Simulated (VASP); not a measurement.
# AlSi2Cl (P6/mmm) in VASP: a series of runs, part 2 of 2

VASP 6.6.1. Earlier steps stand in the parts before.

## Step 4: Single point, PBE

This run uses another cell than the first one, of 12.35 Å³/atom, 0.553 times its volume.

Contents of INCAR:

```
PREC = Accurate
ENCUT = 520
EDIFF = 1E-6
ISMEAR = 0
SIGMA = 0.1
LREAL = False
LASPH = True
NELM = 100
ALGO = Normal
ISIF = 2
LWAVE = False
LCHARG = False
GGA = PE
NBANDS = 17
```

Contents of KPOINTS:

```
Automatic mesh
0
Gamma
  6 6 4
```

Contents of POSCAR:

```
AlSi2Cl
1.0
    3.8029854600      0.0000000000      0.0000000000
   -1.9014927300      3.2934820200      0.0000000000
    0.0000000000      0.0000000000      3.9426534200
Al Si Cl
1 2 1
Direct
    0.0000000000      0.0000000000      0.5000000000
    0.3333333300      0.6666666700      0.5000000000
    0.6666666700      0.3333333300      0.5000000000
    0.0000000000      0.0000000000      0.0000000000
```

Command:

```bash
> cat potpaw_PBE.64/Al/POTCAR potpaw_PBE.64/Si/POTCAR potpaw_PBE.64/Cl/POTCAR > POTCAR
> mpirun -np 1 vasp_std > vasp.out
```

Wall time 31 s (1 thread of Intel Xeon 8259CL, shared host); peak memory 0.16 GiB.

Results (log left out):

- Free energy: -8.1240 eV
- Pressure: 96.6 GPa
- Band gap on the k mesh: zero (band 9 reaches 12.45 eV, above the bottom of band 10 at 8.46 eV)

Stress tensor (GPa, compression positive):
```
97.34  0.00  0.00
 0.00 97.34  0.00
 0.00  0.00 95.02
```

Levels at points of the mesh, in eV from the Fermi level:
```
           k point  band 5  band 6  band 7  band 8  band 9  band 10  band 11  band 12  band 13  band 14
(0.00, 0.00, 0.00)   -6.55   -4.23   -4.23   -0.14   -0.02    -0.02     0.38     0.50     5.09     5.09
(0.50, 0.00, 0.00)   -8.08   -4.75   -3.02   -2.85   -2.46     1.92     2.94     4.76     5.73     5.75
(0.00, 0.00, 0.50)   -5.64   -3.92   -3.92   -3.54   -2.95    -2.95     1.24     4.25     4.25     4.46
(0.50, 0.00, 0.50)   -6.41   -6.34   -6.18   -1.19   -0.41     1.57     5.29     5.41     5.65     7.21
```

Caveat: the k points lie up to 0.40 Å⁻¹ apart.

## Step 5: Single point, PBE

Contents of INCAR:

```
  PREC = Accurate
  ENCUT = 520
  EDIFF = 1E-6
  ISMEAR = 0
  SIGMA = 0.1
  LREAL = F
  LASPH = T
  NELM = 60
  ALGO = Normal
  ISIF = 2
  LWAVE = F
  LCHARG = F
  GGA = PE
  NBANDS = 17
```

Contents of KPOINTS:

```
regular mesh
0
Gamma
  6 6 4
```

Contents of POSCAR:

```
AlSi2Cl
1.0
    4.4888849205      0.0000000000      0.0000000000
   -2.2444424603      3.8874883758      0.0000000000
    0.0000000000      0.0000000000      5.1146918592
Al Si Cl
1 2 1
Direct
    0.0000000000      0.0000000000      0.5000000000
    0.3333333333      0.6666666667      0.5000000000
    0.6666666667      0.3333333333      0.5000000000
    0.0000000000      0.0000000000      0.0000000000
```

Potentials or basis: VASP PAW PBE potentials, release 64 (Al, Si, Cl).

Command:

```bash
> cat potpaw_PBE.64/Al/POTCAR potpaw_PBE.64/Si/POTCAR potpaw_PBE.64/Cl/POTCAR > POTCAR
> mpirun -np 1 vasp_std > vasp.out
```

OUTCAR:

```text
PREC = Accurate
   ENCUT = 520
   EDIFF = 1E-6
   ISMEAR = 0
   LREAL = F
   LASPH = T
   NELM = 60
   ISIF = 2
   GGA = PE

 ion  position               nearest neighbor table
   1  0.000  0.000  0.500-   4 2.56   4 2.56   2 2.59   3 2.59   3 2.59   2 2.59   3 2.59   2 2.59

   2  0.333  0.667  0.500-   3 2.59   3 2.59   1 2.59   1 2.59   1 2.59   3 2.59
   3  0.667  0.333  0.500-   2 2.59   2 2.59   1 2.59   1 2.59   1 2.59   2 2.59
   4  0.000  0.000  0.000-   1 2.56   1 2.56

  LATTYP: Found a hexagonal cell.
 ALAT       =     4.4888849205
 C/A-ratio  =     1.1394125601

  Lattice vectors:

 A1 = (   4.4888849205,   0.0000000000,   0.0000000000)
 A2 = (  -2.2444424603,   3.8874883758,   0.0000000000)
 A3 = (   0.0000000000,   0.0000000000,   5.1146918592)

Analysis of symmetry for initial positions (statically):
=====================================================================
 Subroutine PRICEL returns:
 Original cell was already a primitive cell.

 Routine SETGRP: Setting up the symmetry group for a
 hexagonal supercell.

[... 167 lines left out ...]
 E-fermi :   4.1464     XC(G=0):  -8.8416

 val. band max:        4.1320791352   @ k =   0.1667   0.0000   0.2500
 cond. band min:       4.1607414536   @ k =   0.1667   0.1667   0.2500
 fundamental gap:      0.0286623184
 Fermi energy:         4.1463582858

 k-point     1 :       0.0000    0.0000    0.0000
  band No.  band energies     occupation
      1     -11.0771      2.00000
      2      -6.6040      2.00000
      3      -1.3103      2.00000
      4       0.9108      2.00000
      5       0.9108      2.00000
      6       1.5794      2.00000
[... 397 lines left out ...]
      4      -3.4271      2.00000
      5       0.5387      2.00000
      6       0.5387      2.00000
[... 9 lines left out ...]
     16      12.3580      0.00000
     17      12.4755      0.00000

------------------------ aborting loop because EDIFF is reached ----------------------------------------

  FORCE on cell =-STRESS in cart. coord.  units (eV):
  Direction    XX          YY          ZZ          XY          YZ          ZX
  --------------------------------------------------------------------------------------
  -------------------------------------------------------------------------------------
  Total       -0.0137910     -0.0137910      0.0288925      0.0000000      0.0000000     -0.0000000
  in kB       -0.2475593     -0.2475593      0.5186432      0.0000000      0.0000000     -0.0000000
  external PRESSURE =       0.0078415 kB  Pullay stress =       0.0000000 kB

 VOLUME and BASIS-vectors are now :
 -----------------------------------------------------------------------------
  energy-cutoff  :      520.00
  volume of cell :       89.25
      direct lattice vectors                 reciprocal lattice vectors
     4.488884921  0.000000000  0.000000000     0.222772474  0.128617748  0.000000000
    -2.244442460  3.887488376  0.000000000     0.000000000  0.257235496  0.000000000
     0.000000000  0.000000000  5.114691859     0.000000000  0.000000000  0.195515200

 POSITION                                       TOTAL-FORCE (eV/Angst)
 -----------------------------------------------------------------------------------
      0.00000      0.00000      2.55735         0.000000      0.000000     -0.000000
     -0.00000      2.59166      2.55735         0.000000      0.000000      0.000000
      2.24444      1.29583      2.55735        -0.000000      0.000000     -0.000000
      0.00000      0.00000      0.00000         0.000000      0.000000     -0.000000
 -----------------------------------------------------------------------------------
    total drift:                               -0.000000     -0.000000     -0.000000

  FREE ENERGIE OF THE ION-ELECTRON SYSTEM (eV)
  ---------------------------------------------------
  free  energy   TOTEN  =       -15.3870488029 eV

  energy  without entropy=      -15.3634519722  energy(sigma->0) =      -15.37525039
```

OSZICAR:

```text
N       E                     dE             d eps       ncg     rms          rms(c)
DAV:   1     0.491568442422E+02    0.49157E+02   -0.67948E+03   714   0.857E+02
DAV:   2    -0.117334964048E+02   -0.60890E+02   -0.55720E+02   921   0.134E+02
DAV:   3    -0.156297273254E+02   -0.38962E+01   -0.38034E+01   948   0.325E+01
DAV:   4    -0.156773359524E+02   -0.47609E-01   -0.47581E-01   958   0.443E+00
DAV:   5    -0.156784232501E+02   -0.10873E-02   -0.10871E-02   984   0.651E-01    0.583E+00
DAV:   6    -0.154500707804E+02    0.22835E+00   -0.18514E-01   877   0.205E+00    0.342E+00
DAV:   7    -0.153844775116E+02    0.65593E-01   -0.11623E-01   887   0.165E+00    0.784E-01
DAV:   8    -0.153861603349E+02   -0.16828E-02   -0.99352E-03   912   0.510E-01    0.267E-01
DAV:   9    -0.153868736342E+02   -0.71330E-03   -0.10781E-03   861   0.187E-01    0.531E-02
DAV:  10    -0.153869909333E+02   -0.11730E-03   -0.91270E-05   952   0.550E-02    0.255E-02
DAV:  11    -0.153870456090E+02   -0.54676E-04   -0.50818E-05   805   0.378E-02    0.482E-03
DAV:  12    -0.153870482249E+02   -0.26160E-05   -0.35773E-06   968   0.105E-02    0.238E-03
DAV:  13    -0.153870488029E+02   -0.57795E-06   -0.89864E-07   706   0.520E-03
   1 F= -.15387049E+02 E0= -.15375250E+02  d E =-.235968E-01
```

It took 47 s on 1 thread of Intel Xeon 8259CL, shared host; peak memory 0.22 GiB.

Results:

| Item | Value |
| --- | --- |
| Free energy | -15.3870 eV |
| Pressure | 0.0 GPa |
| Band gap on the k mesh | zero (band 9 reaches 4.91 eV, above the bottom of band 10 at 2.67 eV) |

## Step 6: Relaxation of cell and atoms, PBE

This run uses another cell than the first one, of 12.35 Å³/atom, 0.553 times its volume.

Contents of INCAR:

```
SYSTEM = AlSi2Cl
PREC = Accurate ; ENCUT = 600
EDIFF = 1E-7 ; ISMEAR = 0
SIGMA = 0.1 ; LREAL = .FALSE.
LASPH = .TRUE. ; NELM = 80
ALGO = Normal ; ISIF = 3
LWAVE = .FALSE. ; LCHARG = .FALSE.
GGA = PE ; IBRION = 2
NSW = 90 ; EDIFFG = -0.04
```

Contents of KPOINTS:

```
Automatic mesh
0
G
  6 6 4
  0 0 0
```

Contents of POSCAR:

```
AlSi2Cl
1.0
    3.8029854600      0.0000000000      0.0000000000
   -1.9014927300      3.2934820200      0.0000000000
    0.0000000000      0.0000000000      3.9426534200
Al Si Cl
1 2 1
Direct
    0.0000000000      0.0000000000      0.5000000000
    0.3333333300      0.6666666700      0.5000000000
    0.6666666700      0.3333333300      0.5000000000
    0.0000000000      0.0000000000      0.0000000000
```

Potentials or basis: VASP PAW PBE potentials, release 64 (Al, Si, Cl).

Command:

```bash
> cat potpaw_PBE.64/Al/POTCAR potpaw_PBE.64/Si/POTCAR potpaw_PBE.64/Cl/POTCAR > POTCAR
> mpirun -np 1 vasp_std > vasp.out
```

Run time: 4 min. Hardware: 1 thread of Intel Xeon 8259CL, shared host; peak memory 0.18 GiB.

The run converged. Its results:

| Item | Value |
| --- | --- |
| Free energy | -15.3767 eV |
| Relaxed volume | 22.44 Å³/atom |
| Relaxed cell | a = 4.494 Å, b = 4.494 Å, c = 5.132 Å, α = 90.00°, β = 90.00°, γ = 120.00° |
| Space group after relaxing (to 0.05 Å) | P6/mmm (No. 191) |
| Energy gained by relaxing | 1813.0 meV/atom |
| Ionic steps | 9 |
| Pressure after relaxing | -0.2 GPa |
| Band gap on the k mesh | zero (band 9 reaches 4.85 eV, above the bottom of band 10 at 2.62 eV) |

The path:
| step | energy change (eV) | largest force (eV/Å) | pressure (GPa) | volume (Å³) |
| --- | --- | --- | --- | --- |
| 1 | 0.0000 | 0.0000 | 96.64 | 49.38 |
| 2 | -5.9696 | 0.0000 | -7.52 | 124.01 |
| 3 | -7.0740 | 0.0000 | 1.42 | 86.40 |
| 4 | -7.0817 | 0.0000 | -0.64 | 90.17 |
| 5 | -7.0845 | 0.0000 | 0.04 | 88.87 |
| 6 | -7.2169 | 0.0000 | -0.35 | 89.42 |
| 7 | -7.2009 | 0.0000 | 0.52 | 89.97 |
| 8 | -7.2518 | 0.0000 | -0.27 | 89.74 |
| 9 | -7.2519 | 0.0000 | -0.25 | 89.75 |

Final structure:
```
CELL_PARAMETERS angstrom
4.49385 0.00000 0.00000
-2.24693 3.89179 0.00000
0.00000 0.00000 5.13158
ATOMIC_POSITIONS crystal
Al 0.00000 0.00000 0.50000
Si 0.33333 0.66667 0.50000
Si 0.66667 0.33333 0.50000
Cl 0.00000 0.00000 0.00000
```

Levels at points of the mesh, in eV from the Fermi level:
| k point | band 7 | band 8 | band 9 | band 10 | band 11 | band 12 |
| --- | --- | --- | --- | --- | --- | --- |
| (0.00, 0.00, 0.00) | -2.56 | -2.13 | -0.59 | -0.59 | -0.34 | 0.92 |
| (0.50, 0.00, 0.00) | -2.95 | -2.21 | -0.77 | 1.43 | 4.25 | 4.76 |
| (0.00, 0.00, 0.50) | -2.52 | -2.31 | -2.07 | -1.47 | -1.47 | 2.73 |
| (0.50, 0.00, 0.50) | -2.94 | -1.33 | 0.19 | 0.52 | 3.81 | 4.31 |

Caveat: the k points lie up to 0.31 Å⁻¹ apart in the final cell; the volume moved by over 15 % at a fixed basis, so the end points are rough.

## Step 7: Overview

| task | cell | k mesh | cutoff (eV) | gap on the mesh (eV) | pressure (GPa) | relaxed volume (Å³/atom) |
| --- | --- | --- | --- | --- | --- | --- |
| single point | a = 4.485, b = 4.485, c = 5.127 Å, angles 90.0, 90.0, 120.0°, 4 atoms | 12 × 12 × 10 | 520 | none | 0.0 | - |
| relaxation of cell and atoms | relaxed from a = 4.489, b = 4.489, c = 5.115 Å, angles 90.0, 90.0, 120.0°, 4 atoms | 12 × 12 × 10 | 600 | none | 0.0 | 22.30 |
| single point | a = 3.803, b = 3.803, c = 3.943 Å, angles 90.0, 90.0, 120.0°, 4 atoms | 6 × 6 × 4 | 520 | none | 96.6 | - |
| single point | a = 4.489, b = 4.489, c = 5.115 Å, angles 90.0, 90.0, 120.0°, 4 atoms | 6 × 6 × 4 | 520 | none | 0.0 | - |
| relaxation of cell and atoms | relaxed from a = 3.803, b = 3.803, c = 3.943 Å, angles 90.0, 90.0, 120.0°, 4 atoms | 6 × 6 × 4 | 600 | none | -0.2 | 22.44 |

Alike in all rows: level PBE; potentials or basis VASP PAW PBE potentials, release 64 (Al, Si, Cl); no spin polarisation; smearing gaussian 0.1 eV.

Caveats: some runs use coarse meshes; the volume moved by over 15 % at a fixed basis, so the end points are rough (some runs).

Total energies depend on the potentials used, so only differences within one code and one set of settings carry meaning.
